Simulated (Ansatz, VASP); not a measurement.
# One calculation of SiC, two programs

```xyz
2
Lattice="0.0000 2.1781 2.1781 2.1781 0.0000 2.1781 2.1781 2.1781 0.0000" Properties=species:S:1:pos:R:3 pbc="T T T"
Si    0.0000    0.0000    0.0000
C     3.2672    3.2672    3.2672
```

Alike in both runs: task single point; functional r2SCAN; k mesh 10 × 10 × 10; occupations gaussian, width 0.05 eV; no spin polarisation.

|  | VASP | Ansatz |
| --- | --- | --- |
| version | VASP 6.6.1 | Ansatz 0.2.0 |
| potentials or method | VASP PAW PBE potentials, release 64 (Si, C), cutoff 660 eV | scalar-relativistic, plane waves, PAW |
| valence electrons in the cell | 8 | 8 |

VASP gave:

| Property | Result |
| --- | --- |
| gap on the k mesh at the Fermi level (eV) | 1.73 |
| least direct gap on the mesh (eV) | 5.06 |
| pressure (GPa) | -0.4 |

**Question.** What did Ansatz give for the same quantities?

**Answer.** gap on the k mesh at the Fermi level (eV): 1.71; least direct gap on the mesh (eV): 5.05; pressure (GPa): 0.0.

VASP's potentials were made for PBE, not for r2SCAN. With one functional, cell and mesh, what is left measures potentials, basis and numerics.
